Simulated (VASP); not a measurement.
# PtSe2 (R3m) in VASP: a series of runs

The runs below take PtSe2 through single point, with PBE, r2SCAN.

Program: VASP 6.6.1. These are calculated values, not measurements. Logs are shortened: lines on timing, memory, paths and dates and some standing lists are left out, and cuts for length are marked.

## 1. The cell of the first run

Symmetry: R3m, No. 160, trigonal system. The conventional cell has a = 3.641 Å, b = 3.641 Å, c = 16.454 Å, α = 90.00°, β = 90.00°, γ = 120.00°. Pt (site symmetry 3m) has 6 Se at 2.54 to 2.57 Å within 3.4 Å. Within 3.4 Å of Se (site symmetry 3m) lie 3 Pt at 2.57 Å and 4 Se at 2.90 to 3.33 Å. Within 3.4 Å of Se (site symmetry 3m) lie 3 Pt at 2.54 Å and 4 Se at 2.90 to 3.33 Å.

## 2. Single point, PBE

Contents of INCAR:

```
ALGO = Normal
EDIFF = 1E-6
ENCUT = 520
GGA = PE
ISIF = 2
ISMEAR = -1
LASPH = T
LCHARG = F
LREAL = F
LWAVE = F
NBANDS = 18
NELM = 60
PREC = Accurate
SIGMA = 0.02
```

Contents of KPOINTS:

```
k-points
0
Gamma
  6 6 6
```

Contents of POSCAR:

```
PtSe2
1.0
    1.8204971913      1.0510645434      5.4845021447
   -1.8204971913      1.0510645434      5.4845021447
    0.0000000000     -2.1021290869      5.4845021447
Pt Se
1 2
Direct
   -0.0007636735     -0.0007636735     -0.0007636735
    0.4219829424      0.4219829424      0.4219829424
    0.2454473977      0.2454473977      0.2454473977
```

Potentials or basis: VASP PAW PBE potentials, release 64 (Pt, Se).

Command:

```console
> cat potpaw_PBE.64/Pt/POTCAR potpaw_PBE.64/Se/POTCAR > POTCAR
> mpirun -np 1 vasp_std > vasp.out
```

OUTCAR:

```text
EDIFF = 1E-6
   ENCUT = 520
   GGA = PE
   ISIF = 2
   ISMEAR = -1
   LASPH = T
   LREAL = F
   NELM = 60
   PREC = Accurate

 ion  position               nearest neighbor table
   1  0.999  0.999  0.999-   3 2.54   3 2.54   3 2.54   2 2.57   2 2.57   2 2.57
   2  0.422  0.422  0.422-   1 2.57   1 2.57   1 2.57
   3  0.245  0.245  0.245-   1 2.54   1 2.54   1 2.54

  LATTYP: Found a trigonal (rhomboedric) cell.
 ALAT       =     5.8735602894
 COS(alpha) =     0.8078647011

  Lattice vectors:

 A1 = (   1.8204971913,   1.0510645434,   5.4845021447)
 A2 = (  -1.8204971913,   1.0510645434,   5.4845021447)
 A3 = (   0.0000000000,  -2.1021290869,   5.4845021447)

Analysis of symmetry for initial positions (statically):
=====================================================================
 Subroutine PRICEL returns:
 Original cell was already a primitive cell.

 Routine SETGRP: Setting up the symmetry group for a
 trigonal (rhombohedral) supercell.

 Subroutine GETGRP returns: Found  6 space group operations
 (whereof  6 operations were pure point group operations)
 out of a pool of 12 trial point group operations.

The static configuration has the point symmetry C_3v.

Analysis of symmetry for dynamics (positions and initial velocities):
=====================================================================
 Subroutine PRICEL returns:
 Original cell was already a primitive cell.

 Routine SETGRP: Setting up the symmetry group for a
 trigonal (rhombohedral) supercell.

 Subroutine GETGRP returns: Found  6 space group operations
 (whereof  6 operations were pure point group operations)
 out of a pool of 12 trial point group operations.

The dynamic configuration has the point symmetry C_3v.

 Subroutine INISYM returns: Found  6 space group operations
 (whereof  6 operations are pure point group operations),
 and found     1 'primitive' translations

----------------------------------------------------------------------------------------

                                     Primitive cell

  volume of cell :      62.9663

  direct lattice vectors                    reciprocal lattice vectors
     1.820497191  1.051064543  5.484502145     0.274650245  0.158569393  0.060777318
    -1.820497191  1.051064543  5.484502145    -0.274650245  0.158569393  0.060777318
     0.000000000 -2.102129087  5.484502145     0.000000000 -0.317138786  0.060777318

  length of vectors
[... 79 lines left out ...]
   LNONCOLLINEAR =      F non collinear calculations
   LSORBIT =      F    spin-orbit coupling
   LASPH  =      T    aspherical Exc in radial PAW
   ENCUT  =  520.0 eV  38.22 Ry    6.18 a.u.  10.92 10.92 10.92*2*pi/ulx,y,z
   NELM   =     60;   NELMIN=  2; NELMDL= -5     # of ELM steps
   EDIFF  = 0.1E-05   stopping-criterion for ELM
   LREAL  =      F    real-space projection
   EDIFFG = 0.1E-04   stopping-criterion for IOM
   NSW    =      0    number of steps for IOM
   IBRION =     -1    ionic relax: 0-MD 1-quasi-New 2-CG
   NFREE  =      0    steps in history (QN), initial steepest desc. (CG)
   ISIF   =      2    stress and relaxation
   ISYM   =      2    0-nonsym 1-usesym 2-fastsym
   POTIM  = 0.5000    time-step for ionic-motion
   TEBEG  =    0.0;   TEEND  =   0.0 temperature during run
   PSTRESS=    0.0 pullay stress
   NELECT =      22.0000    total number of electrons
   NUPDOWN=      -1.0000    fix difference up-down
   EMIN   =  10.00;   EMAX   =-10.00  energy-range for DOS
   EFERMI =   0.00;   METHOD = LEGACY
   ISMEAR =    -1;   SIGMA  =   0.02  broadening in eV -4-tet -1-fermi 0-gaus
   EFERMI_NEDOS =   21; number of points for ismear=-14 and -15
   IALGO  =     38    algorithm
   IMIX   =      4    mixing-type and parameters
     AMIX     =   0.40;   BMIX     =  1.00
     AMIX_MAG =   1.60;   BMIX_MAG =  1.00
  volume/ion in A,a.u.               =      20.99       141.64
  Fermi-wavevector in a.u.,A,eV,Ry     =   1.153045  2.178940 18.089135  1.329514
  Thomas-Fermi vector in A             =   2.289692
   LORBIT       =      0    0 simple, 1 ext, 2 COOP (PROOUT), +10 PAW based schemes
   GGA     = PE    functional components
[... 5 lines left out ...]
 non-spin polarized calculation
  energy-cutoff  :      520.00
  volume of cell :       62.97
 maximum number of plane-waves:      1718
 NGX is ok and might be reduce to    48
   NGX = 21   NGY = 21   NGZ = 21

 number of electron      22.0000000 magnetization

 Free energy of the ion-electron system (eV)
  ---------------------------------------------------
  ext. energy  EPLUGINS =         0.00000000
  ---------------------------------------------------
  free energy    TOTEN  =       -13.06876416 eV

  energy without entropy =      -13.06626841  energy(sigma->0) =      -13.06751629

 E-fermi :   6.1157     XC(G=0): -10.5236

 val. band max:        6.1066167566   @ k =   0.5000   0.5000   0.1667
 cond. band min:       6.1963443684   @ k =  -0.3333   0.3333   0.1667
 fundamental gap:      0.0897276119
 Fermi energy:         6.1156954737

 k-point     1 :       0.0000    0.0000    0.0000
  band No.  band energies     occupation
      1      -9.5010      2.00000
      2      -6.9978      2.00000
      3      -1.3373      2.00000
      4       1.0318      2.00000
      5       1.0318      2.00000
      6       1.6789      2.00000
[... 481 lines left out ...]
      5       1.0104      2.00000
      6       1.3607      2.00000
[... 10 lines left out ...]
     17      14.2311      0.00000
     18      15.4445      0.00000

 [... further k-points ...]

------------------------ aborting loop because EDIFF is reached ----------------------------------------

  FORCE on cell =-STRESS in cart. coord.  units (eV):
  Direction    XX          YY          ZZ          XY          YZ          ZX
  --------------------------------------------------------------------------------------
  -------------------------------------------------------------------------------------
  Total        1.4422448      1.4422448      1.3207783      0.0000000     -0.0000000      0.0000000
  in kB       36.6979414     36.6979414     33.6072236      0.0000000     -0.0000000      0.0000000
  external PRESSURE =      35.6677021 kB  Pullay stress =       0.0000000 kB

 VOLUME and BASIS-vectors are now :
 -----------------------------------------------------------------------------
  energy-cutoff  :      520.00
  volume of cell :       62.97
      direct lattice vectors                 reciprocal lattice vectors
     1.820497191  1.051064543  5.484502145     0.274650245  0.158569393  0.060777318
    -1.820497191  1.051064543  5.484502145    -0.274650245  0.158569393  0.060777318
     0.000000000 -2.102129087  5.484502145     0.000000000 -0.317138786  0.060777318

 POSITION                                       TOTAL-FORCE (eV/Angst)
 -----------------------------------------------------------------------------------
      0.00000     -0.00000     16.44094         0.000000     -0.000000      0.017684
      0.00000     -0.00000      6.94310         0.000000     -0.000000      0.306445
      0.00000     -0.00000      4.03847         0.000000      0.000000     -0.324129
 -----------------------------------------------------------------------------------
    total drift:                               -0.000000     -0.000000     -0.000360

  FREE ENERGIE OF THE ION-ELECTRON SYSTEM (eV)
  ---------------------------------------------------
  free  energy   TOTEN  =       -13.0687641584 eV

  energy  without entropy=      -13.0662684117  energy(sigma->0) =      -13.06751629
```

It took 51 s on 1 thread of Intel Xeon 6975P-C (Granite Rapids), shared host; peak memory 0.31 GiB.

What came out:

```
Free energy            : -13.0688 eV
Pressure               : 3.6 GPa
Largest force          : 0.324 eV/Å
Band gap on the k mesh : zero (band 11 reaches 6.74 eV, above the bottom of band 12 at 6.01 eV)
```

Forces in eV/Å, atoms in the order of the input:
```
Pt   0.000  0.000  0.018
Se   0.000  0.000  0.306
Se   0.000  0.000 -0.324
```

Stress tensor (GPa, compression positive):
```
3.67 0.00 0.00
0.00 3.67 0.00
0.00 0.00 3.36
```

Levels at points of the mesh, in eV from the Fermi level:
```tsv
k point	band 7	band 8	band 9	band 10	band 11	band 12	band 13	band 14	band 15	band 16
(0.00, 0.00, 0.00)	-4.44	-2.82	0.09	0.09	0.62	0.87	0.87	2.40	5.83	7.89
(0.50, 0.00, 0.00)	-3.56	-3.07	-2.45	-2.16	-1.47	0.62	1.00	3.36	5.12	6.11
(0.50, 0.50, 0.00)	-3.81	-3.27	-2.77	-2.13	-1.96	0.33	1.76	4.07	6.38	7.13
(0.50, 0.50, 0.50)	-4.38	-2.83	-2.15	0.35	0.35	0.63	0.63	3.24	6.11	7.40
```

Caveat: spin-orbit coupling is left out, which moves the levels of the heavy elements.

## 3. Single point, PBE

Contents of INCAR:

```
SYSTEM = PtSe2
PREC = Accurate ; ENCUT = 520
EDIFF = 1E-6 ; ISMEAR = -1
SIGMA = 0.02 ; LREAL = .FALSE.
LASPH = .TRUE. ; NELM = 60
ALGO = Normal ; ISIF = 2
LWAVE = .FALSE. ; LCHARG = .FALSE.
GGA = PE ; NBANDS = 18
```

Contents of KPOINTS:

```
regular mesh
0
G
  6 6 6
  0 0 0
```

POSCAR is that of step 2.

Potentials or basis: VASP PAW PBE potentials, release 64 (Pt, Se).

Command:

```console
> cat potpaw_PBE.64/Pt/POTCAR potpaw_PBE.64/Se/POTCAR > POTCAR
> mpirun -np 1 vasp_std > vasp.out
```

Run time: 53 s. Hardware: 1 thread of Intel Xeon 6975P-C (Granite Rapids), shared host; peak memory 0.31 GiB.

It converged, with:

- Free energy: -13.0688 eV
- Pressure: 3.6 GPa
- Largest force: 0.324 eV/Å
- Band gap on the k mesh: zero (band 11 reaches 6.74 eV, above the bottom of band 12 at 6.01 eV)

Forces on the atoms (eV/Å):
```
Pt   0.000  0.000  0.018
Se   0.000  0.000  0.306
Se   0.000  0.000 -0.324
```

Stress tensor (GPa, compression positive):
```
3.67 0.00 0.00
0.00 3.67 0.00
0.00 0.00 3.36
```

Levels at points of the mesh, in eV from the Fermi level:
```tsv
k point	band 9	band 10	band 11	band 12	band 13	band 14
(0.00, 0.00, 0.00)	0.09	0.09	0.62	0.87	0.87	2.40
(0.50, 0.00, 0.00)	-2.45	-2.16	-1.47	0.62	1.00	3.36
(0.50, 0.50, 0.00)	-2.77	-2.13	-1.96	0.33	1.76	4.07
(0.50, 0.50, 0.50)	-2.15	0.35	0.35	0.63	0.63	3.24
```

Caveat: spin-orbit coupling is left out, which moves the levels of the heavy elements.

## 4. Single point, r2SCAN

POSCAR is that of step 3.

Contents of INCAR.step1:

```
PREC = Accurate
ENCUT = 520
ISMEAR = -1
SIGMA = 0.02
LREAL = False
LASPH = True
NELM = 100
NBANDS = 18
GGA = PE
ALGO = Normal
EDIFF = 1E-4
LWAVE = True
LCHARG = False
```

Contents of INCAR.step2:

```
PREC = Accurate
ENCUT = 520
EDIFF = 1E-7
ISMEAR = -1
SIGMA = 0.02
LREAL = False
LASPH = True
NELM = 100
ALGO = Normal
ISIF = 2
LWAVE = False
LCHARG = False
METAGGA = R2SCAN
LMIXTAU = True
NBANDS = 18
ISTART = 1
```

Contents of KPOINTS:

```
Automatic mesh
0
Gamma
  6 6 6
```

Command:

```console
> cat potpaw_PBE.64/Pt/POTCAR potpaw_PBE.64/Se/POTCAR > POTCAR
> cp INCAR.step1 INCAR
> mpirun -np 1 vasp_std > vasp.out
> cp INCAR.step2 INCAR
> mpirun -np 1 vasp_std > vasp.out
```

Wall time 3.3 min (1 thread of Intel Xeon 6975P-C (Granite Rapids), shared host); peak memory 0.37 GiB.

Results (log left out):

```
Free energy            : -80.0985 eV
Pressure               : 1.5 GPa
Largest force          : 0.087 eV/Å
Band gap on the k mesh : zero (band 11 reaches 6.54 eV, above the bottom of band 12 at 5.76 eV)
```

Forces in eV/Å, atoms in the order of the input:
```
Pt   0.000  0.000 -0.017
Se   0.000  0.000  0.087
Se   0.000  0.000 -0.070
```

Stress tensor (GPa, compression positive):
```
1.42 0.00 0.00
0.00 1.42 0.00
0.00 0.00 1.69
```

Levels at points of the mesh, in eV from the Fermi level:
```csv
k point,band 7,band 8,band 9,band 10,band 11,band 12,band 13,band 14,band 15,band 16
"(0.00, 0.00, 0.00)",-4.70,-3.07,0.01,0.01,0.55,0.78,0.78,2.78,6.36,8.26
"(0.50, 0.00, 0.00)",-3.84,-3.33,-2.64,-2.33,-1.65,0.60,1.07,3.55,5.50,6.54
"(0.50, 0.50, 0.00)",-4.10,-3.50,-2.99,-2.30,-2.15,0.39,1.76,4.31,6.77,7.52
"(0.50, 0.50, 0.50)",-4.63,-2.98,-2.30,0.25,0.25,0.57,0.57,3.54,6.67,7.77
```

Caveat: the PAW data sets were made with another functional, which shifts forces and pressure a little; spin-orbit coupling is left out, which moves the levels of the heavy elements.

[end of part 1 of 2]
